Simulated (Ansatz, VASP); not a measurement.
One calculation of Ge2N, two programs

The input INCAR:

```
SYSTEM = Ge2N
PREC     = Accurate       ! precision mode
ENCUT    = 600            ! plane-wave cutoff, eV
EDIFF    = 1E-6           ! SCF threshold, eV
ISMEAR   = 0              ! smearing method
SIGMA    = 0.1            ! smearing width, eV
LREAL    = .False.        ! projectors in reciprocal space
LASPH    = .True.         ! aspherical terms in the spheres
NELM     = 80             ! most SCF steps
ALGO     = Normal         ! electronic algorithm
ISIF     = 3              ! what is computed and relaxed
LWAVE    = .False.        ! write WAVECAR
LCHARG   = .False.        ! write CHGCAR
GGA      = PE             ! functional
IBRION   = 2              ! ionic algorithm
NSW      = 100            ! ionic steps
EDIFFG   = -0.01          ! ionic threshold
```

The input KPOINTS:

```
regular mesh
0
Gamma
  12 12 16
  0 0 0
```

File POSCAR:

```
Ge2N
1.0
    2.7218448136     -3.5725491908      0.0000000000
    2.7218448136      3.5725491908      0.0000000000
    0.0000000000      0.0000000000      2.8352596590
Ge N
2 1
Direct
    0.2018836905      0.7981163095      0.0000000000
    0.7981163095      0.2018836905      0.0000000000
    0.0000000000      0.0000000000      0.5000000000
```

Input for Ansatz:

```yaml
crystal:
  lattice:
    - [2.7218448136, -3.5725491908, 0.0]
    - [2.7218448136, 3.5725491908, 0.0]
    - [0.0, 0.0, 2.835259659]
  atoms:
    - { symbol: Ge, position: [0.2018836905, 0.7981163095, 0.0] }
    - { symbol: Ge, position: [0.7981163095, 0.2018836905, 0.0] }
    - { symbol: "N", position: [0.0, 0.0, 0.5] }
basis:
  ecutwfc: 420
kpoints:
  mp_grid: { grid: [12, 12, 16] }
hamiltonian:
  xc: pbe
scf:
  occupations: { method: gaussian, width: 0.1 }
output:
  forces: true
  stress: true
  eigenvalues: true
relax:
  adjacent_minimum: "off"
  f_tol: 0.01
  max_steps: 80
  cell: { stress_tol: 0.05 }
```

Alike in both runs: task relaxation of cell and atoms; functional PBE; k mesh 12 × 12 × 16; occupations gaussian, width 0.1 eV; no spin polarisation.

|  | VASP | Ansatz |
| --- | --- | --- |
| version | VASP 6.6.1 | Ansatz 0.2.0 |
| potentials or method | VASP PAW PBE potentials, release 64 (Ge_d, N), cutoff 600 eV | scalar-relativistic, plane waves, PAW |
| valence electrons in the cell | 33 | 33 |

|  | VASP | Ansatz | Ansatz less VASP |
| --- | --- | --- | --- |
| gap on the k mesh at the Fermi level, each at its own relaxed structure (eV) | none | none | - |
| relaxed volume (Å³/atom) | 18.32 | 18.36 | +0.044 |
| relaxed cell length with the largest relative difference (Å) | 4.496 | 4.500 | +0.0040 |

A gap of «none» marks a metal or a gap that the smearing closes.
